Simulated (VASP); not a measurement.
# PbS (Cmcm) in VASP: notebook

PbS is run at these levels: LDA, PBEsol-based global hybrid, PBEsol; tasks: single point.

All numbers are computed with VASP 6.6.1; they aren't measurements. Logs are shortened: lines on timing, memory, paths and dates and some standing lists are left out, and cuts for length are marked.

### Step 1. The cell of the first run

Symmetry: Cmcm, No. 63, orthorhombic system. The conventional cell has a = 4.160 Å, b = 11.983 Å, c = 4.279 Å, α = 90.00°, β = 90.00°, γ = 90.00°. Pb (site symmetry m2m) has 5 S at 2.69 to 2.99 Å within 3.5 Å. S (site symmetry m2m) has 5 Pb at 2.69 to 2.99 Å within 3.5 Å.

### Step 2. Single point, LDA

File INCAR:

```
ALGO = Normal
EDIFF = 1E-6
ENCUT = 520
GGA = CA
ISIF = 2
ISMEAR = -1
LASPH = True
LCHARG = False
LREAL = False
LWAVE = False
NBANDS = 28
NELM = 60
PREC = Accurate
SIGMA = 0.05
```

File KPOINTS:

```
k-points
0
Gamma
  7 7 6
```

File POSCAR:

```
PbS
1.0
    2.0799526950     -5.9912968650      0.0000000000
    2.0799526950      5.9912968650      0.0000000000
    0.0000000000      0.0000000000      4.2793209400
Pb S
2 2
Direct
    0.1305633500      0.8694366500      0.2500000000
    0.8694366500      0.1305633500      0.7500000000
    0.3547970900      0.6452029100      0.2500000000
    0.6452029100      0.3547970900      0.7500000000
```

Potentials or basis: VASP PAW LDA potentials, release 64 (Pb_d, S).

Command:

```bash
$ cat potpaw_LDA.64/Pb_d/POTCAR potpaw_LDA.64/S/POTCAR > POTCAR
$ mpirun -np 1 vasp_std > vasp.out
```

OUTCAR:

```text
EDIFF = 1E-6
   ENCUT = 520
   GGA = CA
   ISIF = 2
   ISMEAR = -1
   LASPH = True
   LREAL = False
   NELM = 60
   PREC = Accurate

 ion  position               nearest neighbor table
   1  0.131  0.869  0.250-   3 2.69   4 2.99   4 2.99   4 2.99   4 2.99   2 3.79   2 3.79   2 4.13
                             2 4.13   2 4.13   2 4.13
   2  0.869  0.131  0.750-   4 2.69   3 2.99   3 2.99   3 2.99   3 2.99   1 3.79   1 3.79   1 4.13
                             1 4.13   1 4.13   1 4.13
   3  0.355  0.645  0.250-   1 2.69   2 2.99   2 2.99   2 2.99   2 2.99
   4  0.645  0.355  0.750-   2 2.69   1 2.99   1 2.99   1 2.99   1 2.99

  LATTYP: Found a base centered orthorhombic cell.
 ALAT       =     4.1599053900
 B/A-ratio  =     2.8804966956
 C/A-ratio  =     1.0287063139

  Lattice vectors:

 A1 = (   2.0799526950,  -5.9912968650,   0.0000000000)
 A2 = (   2.0799526950,   5.9912968650,   0.0000000000)
 A3 = (   0.0000000000,   0.0000000000,   4.2793209400)

Analysis of symmetry for initial positions (statically):
=====================================================================
 Subroutine PRICEL returns:
 Original cell was already a primitive cell.

 Routine SETGRP: Setting up the symmetry group for a
 base centered orthorhombic supercell.

 Subroutine GETGRP returns: Found  8 space group operations
 (whereof  4 operations were pure point group operations)
 out of a pool of  8 trial point group operations.

The static configuration has the point symmetry C_2h.
 The point group associated with its full space group is D_2h.

Analysis of symmetry for dynamics (positions and initial velocities):
=====================================================================
 Subroutine PRICEL returns:
 Original cell was already a primitive cell.

 Routine SETGRP: Setting up the symmetry group for a
 base centered orthorhombic supercell.

 Subroutine GETGRP returns: Found  8 space group operations
 (whereof  4 operations were pure point group operations)
 out of a pool of  8 trial point group operations.

The dynamic configuration has the point symmetry C_2h.
 The point group associated with its full space group is D_2h.

 Subroutine INISYM returns: Found  8 space group operations
 (whereof  4 operations are pure point group operations),
 and found     1 'primitive' translations

----------------------------------------------------------------------------------------

                                     Primitive cell

  volume of cell :     106.6545

  direct lattice vectors                    reciprocal lattice vectors
     2.079952695 -5.991296865  0.000000000     0.240390083 -0.083454386  0.000000000
     2.079952695  5.991296865  0.000000000     0.240390083  0.083454386  0.000000000
     0.000000000  0.000000000  4.279320940     0.000000000  0.000000000  0.233681936

  length of vectors
     6.342069168  6.342069168  4.279320940     0.254464195  0.254464195  0.233681936

  position of ions in fractional coordinates (direct lattice)
     0.130563350  0.869436650  0.250000000
     0.869436650  0.130563350  0.750000000
     0.354797090  0.645202910  0.250000000
     0.645202910  0.354797090  0.750000000

  ion indices of the primitive-cell ions
   primitive index   ion index
                 1           1
                 2           2
                 3           3
                 4           4

----------------------------------------------------------------------------------------

 KPOINTS: k-points

Automatic generation of k-mesh.
 Grid dimensions read from file:
 generate k-points for:    7    7    6

 Generating k-lattice:

  Cartesian coordinates                     Fractional coordinates (reciprocal lattice)
     0.034341440 -0.011922055  0.000000000     0.142857143  0.000000000  0.000000000
     0.034341440  0.011922055  0.000000000     0.000000000  0.142857143  0.000000000
     0.000000000  0.000000000  0.038946989     0.000000000  0.000000000  0.166666667

  Length of vectors
     0.036352028  0.036352028  0.038946989

  Shift w.r.t. Gamma in fractional coordinates (k-lattice)
     0.000000000  0.000000000  0.000000000

 Subroutine IBZKPT returns following result:
 ===========================================

 Found     64 irreducible k-points:

 Following reciprocal coordinates:
            Coordinates               Weight
  0.000000  0.000000  0.000000      1.000000
  0.142857 -0.000000  0.000000      4.000000
  0.285714 -0.000000  0.000000      4.000000
  0.428571 -0.000000  0.000000      4.000000
  0.142857  0.142857  0.000000      2.000000
  0.285714  0.142857  0.000000      4.000000
[... 16 lines left out ...]
  0.428571  0.142857  0.166667      8.000000
 -0.428571  0.142857  0.166667      8.000000
 [... further k-points ...]
   k-points           NKPTS =     64   k-points in BZ     NKDIM =     64   number of bands    NBANDS=     28
   number of dos      NEDOS =    301   number of ions     NIONS =      4
   total plane-waves  NPLWV =  73728
   dimension x,y,z NGX =    48 NGY =   48 NGZ =   32
   dimension x,y,z NGXF=    96 NGYF=   96 NGZF=   64
   ions per type =               2   2
   NGX,Y,Z   is equivalent  to a cutoff of  12.58, 12.58, 12.43 a.u.
   NGXF,Y,Z  is equivalent  to a cutoff of  25.16, 25.16, 24.86 a.u.
 SYSTEM =  unknown system
   PREC   = accura    normal or accurate (medium, high low for compatibility)
   ISTART =      0    job   : 0-new  1-cont  2-samecut
   ICHARG =      2    charge: 1-file 2-atom 10-const
   ISPIN  =      1    spin polarized calculation?
   LNONCOLLINEAR =      F non collinear calculations
   LSORBIT =      F    spin-orbit coupling
   LASPH  =      T    aspherical Exc in radial PAW
   ENCUT  =  520.0 eV  38.22 Ry    6.18 a.u.  11.79 11.79  7.96*2*pi/ulx,y,z
   NELM   =     60;   NELMIN=  2; NELMDL= -5     # of ELM steps
   EDIFF  = 0.1E-05   stopping-criterion for ELM
   LREAL  =      F    real-space projection
   EDIFFG = 0.1E-04   stopping-criterion for IOM
   NSW    =      0    number of steps for IOM
   IBRION =     -1    ionic relax: 0-MD 1-quasi-New 2-CG
   NFREE  =      0    steps in history (QN), initial steepest desc. (CG)
   ISIF   =      2    stress and relaxation
   ISYM   =      2    0-nonsym 1-usesym 2-fastsym
   POTIM  = 0.5000    time-step for ionic-motion
   TEBEG  =    0.0;   TEEND  =   0.0 temperature during run
   PSTRESS=    0.0 pullay stress
   NELECT =      40.0000    total number of electrons
   NUPDOWN=      -1.0000    fix difference up-down
   EMIN   =  10.00;   EMAX   =-10.00  energy-range for DOS
   EFERMI =   0.00;   METHOD = LEGACY
   ISMEAR =    -1;   SIGMA  =   0.05  broadening in eV -4-tet -1-fermi 0-gaus
   EFERMI_NEDOS =   21; number of points for ismear=-14 and -15
   IALGO  =     38    algorithm
   IMIX   =      4    mixing-type and parameters
     AMIX     =   0.40;   BMIX     =  1.00
     AMIX_MAG =   1.60;   BMIX_MAG =  1.00
  volume/ion in A,a.u.               =      26.66       179.94
  Fermi-wavevector in a.u.,A,eV,Ry     =   1.180597  2.231005 18.963935  1.393810
  Thomas-Fermi vector in A             =   2.316887
   LORBIT       =      0    0 simple, 1 ext, 2 COOP (PROOUT), +10 PAW based schemes
   GGA     = CA    functional components
   LHFCALC =     F    Hartree Fock is set to
   AEXX    =    0.0000 exact exchange contribution
   IVDW    =     0    specifies the selected vdW correction
   LEPSILON=     F    determine dielectric tensor
   LRPA    =     F    only Hartree local field effects (RPA)
 non-spin polarized calculation
  energy-cutoff  :      520.00
  volume of cell :      106.65
 maximum number of plane-waves:      2892
   NGX = 23   NGY = 23   NGZ = 15

 number of electron      40.0000007 magnetization

 Free energy of the ion-electron system (eV)
  ---------------------------------------------------
  ext. energy  EPLUGINS =         0.00000000
  ---------------------------------------------------
  free energy    TOTEN  =       -19.77657544 eV

  energy without entropy =      -19.77657479  energy(sigma->0) =      -19.77657511

 E-fermi :   5.2257     XC(G=0):  -9.9277

 val. band max:        4.6420753929   @ k =  -0.4286   0.4286   0.3333
 cond. band min:       5.7440641682   @ k =   0.4286   0.4286   0.0000
 fundamental gap:      1.1019887753
 Fermi energy:         5.2256961475

 k-point     1 :       0.0000    0.0000    0.0000
  band No.  band energies     occupation
      1     -11.6498      2.00000
      2     -11.5481      2.00000
      3     -11.5368      2.00000
      4     -11.5361      2.00000
      5     -11.5021      2.00000
      6     -11.4997      2.00000
[... 20 lines left out ...]
     27      10.6789      0.00000
     28      11.5657      0.00000

 k-point     2 :       0.1429   -0.0000    0.0000
  band No.  band energies     occupation
      1     -11.6376      2.00000
      2     -11.5425      2.00000
      3     -11.5347      2.00000
      4     -11.5260      2.00000
      5     -11.5062      2.00000
      6     -11.5039      2.00000
[... 20 lines left out ...]
     27      10.9013      0.00000
     28      11.9585      0.00000

 k-point     3 :       0.2857   -0.0000    0.0000
  band No.  band energies     occupation
      1     -11.6081      2.00000
      2     -11.5360      2.00000
      3     -11.5345      2.00000
      4     -11.5209      2.00000
      5     -11.5079      2.00000
      6     -11.5047      2.00000
[... 20 lines left out ...]
     27      11.9555      0.00000
     28      12.6304      0.00000

 k-point     4 :       0.4286   -0.0000    0.0000
  band No.  band energies     occupation
      1     -11.5754      2.00000
      2     -11.5473      2.00000
      3     -11.5374      2.00000
      4     -11.5334      2.00000
      5     -11.5074      2.00000
      6     -11.5010      2.00000
[... 578 lines left out ...]
     27      11.4724      0.00000
     28      12.6406      0.00000

 k-point    23 :       0.4286    0.1429    0.1667
  band No.  band energies     occupation
      1     -11.5896      2.00000
      2     -11.5730      2.00000
      3     -11.5404      2.00000
      4     -11.5189      2.00000
      5     -11.5067      2.00000
      6     -11.4976      2.00000
[... 20 lines left out ...]
     27      11.8389      0.00000
     28      12.6447      0.00000

 k-point    24 :      -0.4286    0.1429    0.1667
  band No.  band energies     occupation
      1     -11.6065      2.00000
      2     -11.5519      2.00000
      3     -11.5356      2.00000
      4     -11.5175      2.00000
      5     -11.5099      2.00000
      6     -11.4984      2.00000
[... 20 lines left out ...]
     27      12.0592      0.00000
     28      12.8467      0.00000

 [... further k-points ...]

------------------------ aborting loop because EDIFF is reached ----------------------------------------

  FORCE on cell =-STRESS in cart. coord.  units (eV):
  Direction    XX          YY          ZZ          XY          YZ          ZX
  --------------------------------------------------------------------------------------
  -------------------------------------------------------------------------------------
  Total       -2.3733548     -2.0423006     -2.5496771      0.0000000      0.0000000      0.0000000
  in kB      -35.6528375    -30.6796995    -38.3015728      0.0000000      0.0000000      0.0000000
  external PRESSURE =     -34.8780366 kB  Pullay stress =       0.0000000 kB

 VOLUME and BASIS-vectors are now :
 -----------------------------------------------------------------------------
  energy-cutoff  :      520.00
  volume of cell :      106.65
      direct lattice vectors                 reciprocal lattice vectors
     2.079952695 -5.991296865  0.000000000     0.240390083 -0.083454386  0.000000000
     2.079952695  5.991296865  0.000000000     0.240390083  0.083454386  0.000000000
     0.000000000  0.000000000  4.279320940     0.000000000  0.000000000  0.233681936

 POSITION                                       TOTAL-FORCE (eV/Angst)
 -----------------------------------------------------------------------------------
      2.07995      4.42681      1.06983         0.000000     -0.100492     -0.000000
      2.07995     -4.42681      3.20949         0.000000      0.100492     -0.000000
      2.07995      1.73991      1.06983         0.000000      0.051160      0.000000
      2.07995     -1.73991      3.20949         0.000000     -0.051160      0.000000
 -----------------------------------------------------------------------------------
    total drift:                               -0.000000     -0.000000      0.000000

  FREE ENERGIE OF THE ION-ELECTRON SYSTEM (eV)
  ---------------------------------------------------
  free  energy   TOTEN  =       -19.7765754387 eV

  energy  without entropy=      -19.7765747896  energy(sigma->0) =      -19.77657511
```

It took 1.7 min on 1 thread of Intel Xeon Platinum 8488C (Sapphire Rapids), shared host; peak memory 0.31 GiB.

Results:

```
Free energy            : -19.7766 eV
Pressure               : -3.5 GPa
Largest force          : 0.100 eV/Å
Band gap on the k mesh : 1.10 eV, indirect (least direct gap 1.28 eV)
```

Forces in eV/Å, atoms in the order of the input:
```
Pb   0.000 -0.100  0.000
Pb   0.000  0.100  0.000
S    0.000  0.051  0.000
S    0.000 -0.051  0.000
```

Stress tensor (GPa, compression positive):
```
-3.57  0.00  0.00
 0.00 -3.07  0.00
 0.00  0.00 -3.83
```

Levels at points of the mesh, in eV from the valence-band top:
| k point | band 17 | band 18 | band 19 | band 20 | band 21 | band 22 | band 23 | band 24 |
| --- | --- | --- | --- | --- | --- | --- | --- | --- |
| (0.00, 0.00, 0.00) | -2.32 | -1.59 | -1.41 | -0.42 | 4.63 | 4.67 | 4.82 | 5.53 |
| (0.00, 0.00, 0.50) | -1.03 | -1.03 | -0.05 | -0.05 | 1.76 | 1.76 | 2.73 | 2.73 |

Caveat: spin-orbit coupling is left out, which moves the levels of the heavy elements.

### Step 3. Single point, PBEsol-based global hybrid

POSCAR is that of step 2.

File INCAR.step1:

```
SYSTEM = PbS
PREC = Accurate
ENCUT = 520
EDIFF = 1E-5
ISMEAR = -1
SIGMA = 0.05
LREAL = .FALSE.
LASPH = .TRUE.
NELM = 100
ALGO = Normal
ISIF = 2
LWAVE = .TRUE.
LCHARG = .FALSE.
GGA = PE
NBANDS = 28
LUSENCCL = .FALSE.
```

File INCAR.step2:

```
SYSTEM = PbS
PREC = Accurate
ENCUT = 520
EDIFF = 1E-7
ISMEAR = -1
SIGMA = 0.05
LREAL = .FALSE.
LASPH = .TRUE.
NELM = 100
ALGO = Normal
ISIF = 2
LWAVE = .FALSE.
LCHARG = .FALSE.
GGA = PS
LHFCALC = .TRUE.
AEXX = 0.25
PRECFOCK = Normal
ISTART = 1
NBANDS = 28
LUSENCCL = .FALSE.
```

File KPOINTS:

```
regular mesh
0
G
  4 4 4
  0 0 0
```

Potentials or basis: VASP PAW PBE potentials, release 64 (Pb_d, S).

Command:

```bash
$ cat potpaw_PBE.64/Pb_d/POTCAR potpaw_PBE.64/S/POTCAR > POTCAR
$ cp INCAR.step1 INCAR
$ mpirun -np 1 vasp_std > vasp.out
$ cp INCAR.step2 INCAR
$ mpirun -np 1 vasp_std > vasp.out
```

OUTCAR:

```text
SYSTEM = PbS
   PREC = Accurate
   ENCUT = 520
   EDIFF = 1E-7
   ISMEAR = -1
   LREAL = .FALSE.
   LASPH = .TRUE.
   NELM = 100
   ISIF = 2
   GGA = PS
   LHFCALC = .TRUE.
   AEXX = 0.25
   PRECFOCK = Normal
   ISTART = 1

 ion  position               nearest neighbor table
   1  0.131  0.869  0.250-   3 2.69   4 2.99   4 2.99   4 2.99   4 2.99   2 3.79   2 3.79   2 4.13
                             2 4.13   2 4.13   2 4.13
   2  0.869  0.131  0.750-   4 2.69   3 2.99   3 2.99   3 2.99   3 2.99   1 3.79   1 3.79   1 4.13
                             1 4.13   1 4.13   1 4.13
[... 860 lines left out ...]
  -------------------------------------------------------------------------------------
  Total       -1.6350082     -1.9048746     -1.7453151      0.0000000     -0.0000000      0.0000000
  in kB      -24.5613009    -28.6152684    -26.2183452      0.0000000     -0.0000000      0.0000000
  external PRESSURE =     -26.4649715 kB  Pullay stress =       0.0000000 kB

 VOLUME and BASIS-vectors are now :
 -----------------------------------------------------------------------------
  energy-cutoff  :      520.00
  volume of cell :      106.65
      direct lattice vectors                 reciprocal lattice vectors
     2.079952695 -5.991296865  0.000000000     0.240390083 -0.083454386  0.000000000
     2.079952695  5.991296865  0.000000000     0.240390083  0.083454386 -0.000000000
     0.000000000  0.000000000  4.279320940    -0.000000000  0.000000000  0.233681936

 POSITION                                       TOTAL-FORCE (eV/Angst)
 -----------------------------------------------------------------------------------
      2.07995      4.42681      1.06983         0.000000     -0.201422      0.000000
      2.07995     -4.42681      3.20949         0.000000      0.201422     -0.000000
      2.07995      1.73991      1.06983         0.000000      0.194736      0.000000
      2.07995     -1.73991      3.20949         0.000000     -0.194736     -0.000000
 -----------------------------------------------------------------------------------
    total drift:                                0.000000      0.000000      0.000000

  FREE ENERGIE OF THE ION-ELECTRON SYSTEM (eV)
  ---------------------------------------------------
  free  energy   TOTEN  =       -23.7657608363 eV

  energy  without entropy=      -23.7657608362  energy(sigma->0) =      -23.76576084
```

OUTCAR.step1:

```text
SYSTEM = PbS
   PREC = Accurate
   ENCUT = 520
   EDIFF = 1E-5
   ISMEAR = -1
   LREAL = .FALSE.
   LASPH = .TRUE.
[... 878 lines left out ...]
      2.07995     -4.42681      3.20949         0.000000     -0.065171     -0.000000
      2.07995      1.73991      1.06983         0.000000     -0.066578      0.000000
      2.07995     -1.73991      3.20949         0.000000      0.066578      0.000000
 -----------------------------------------------------------------------------------
    total drift:                               -0.000000     -0.000000      0.000000

  FREE ENERGIE OF THE ION-ELECTRON SYSTEM (eV)
  ---------------------------------------------------
  free  energy   TOTEN  =       -17.3884722310 eV

  energy  without entropy=      -17.3884720574  energy(sigma->0) =      -17.38847214
```

Wall time 16 min (1 × NVIDIA H100 80GB with 1 thread of AMD EPYC 7R13 (Zen 3), shared host); peak memory 1.3 GiB.

Results:

```
Free energy            : -23.7658 eV
Pressure               : -2.6 GPa
Largest force          : 0.201 eV/Å
Band gap on the k mesh : 2.41 eV, indirect (least direct gap 2.87 eV)
```

Forces in eV/Å, atoms in the order of the input:
```
Pb   0.000 -0.201  0.000
Pb   0.000  0.201  0.000
S    0.000  0.195  0.000
S    0.000 -0.195  0.000
```

Stress tensor (GPa, compression positive):
```
-2.46  0.00  0.00
 0.00 -2.86  0.00
 0.00  0.00 -2.62
```

Caveat: the PAW data sets were made with another functional, which shifts forces and pressure a little; spin-orbit coupling is left out, which moves the levels of the heavy elements. A k mesh can miss the band edges.

### Step 4. Single point, LDA (volume scaled by 0.94)

File INCAR:

```
SYSTEM = PbS
  ALGO = Normal
  EDIFF = 1E-7
  ENCUT = 520
  ISIF = 2
  ISMEAR = -1
  LASPH = .True.
  LCHARG = .False.
  LREAL = .False.
  LWAVE = .False.
  NBANDS = 28
  NELM = 80
  PREC = Accurate
  SIGMA = 0.05
```

File KPOINTS:

```
k-points
0
Gamma
  7 7 6
  0 0 0
```

File POSCAR:

```
PbS
1.0
    2.0374927668     -5.8689911821      0.0000000000
    2.0374927668      5.8689911821      0.0000000000
    0.0000000000      0.0000000000      4.1919633476
Pb S
2 2
Direct
    0.1305633500      0.8694366500      0.2500000000
    0.8694366500      0.1305633500      0.7500000000
    0.3547970900      0.6452029100      0.2500000000
    0.6452029100      0.3547970900      0.7500000000
```

Potentials or basis: VASP PAW LDA potentials, release 64 (Pb_d, S).

Command:

```bash
$ cat potpaw_LDA.64/Pb_d/POTCAR potpaw_LDA.64/S/POTCAR > POTCAR
$ mpirun -np 1 vasp_std > vasp.out
```

It took 2.9 min on 1 thread of Intel Xeon Platinum 8488C (Sapphire Rapids), shared host; peak memory 0.31 GiB.

It converged, with:

| Property | Result |
| --- | --- |
| Free energy | -19.8491 eV |
| Pressure | -0.1 GPa |
| Largest force | 0.295 eV/Å |
| Band gap on the k mesh | 0.96 eV, indirect (least direct gap 1.26 eV) |

Forces on the atoms (eV/Å):
```
Pb   0.000  0.295  0.000
Pb   0.000 -0.295  0.000
S    0.000 -0.200  0.000
S    0.000  0.200  0.000
```

Stress tensor (GPa, compression positive):
```
-0.12  0.00  0.00
 0.00  0.26  0.00
 0.00  0.00 -0.43
```

Levels at points of the mesh, in eV from the valence-band top:
| k point | band 17 | band 18 | band 19 | band 20 | band 21 | band 22 | band 23 | band 24 |
| --- | --- | --- | --- | --- | --- | --- | --- | --- |
| (0.00, 0.00, 0.00) | -2.67 | -1.89 | -1.69 | -0.56 | 4.46 | 4.73 | 4.91 | 5.72 |
| (0.00, 0.00, 0.50) | -1.27 | -1.27 | -0.09 | -0.09 | 1.67 | 1.67 | 2.63 | 2.63 |

Caveat: spin-orbit coupling is left out, which moves the levels of the heavy elements. A k mesh can miss the band edges.

[end of part 1 of 2]
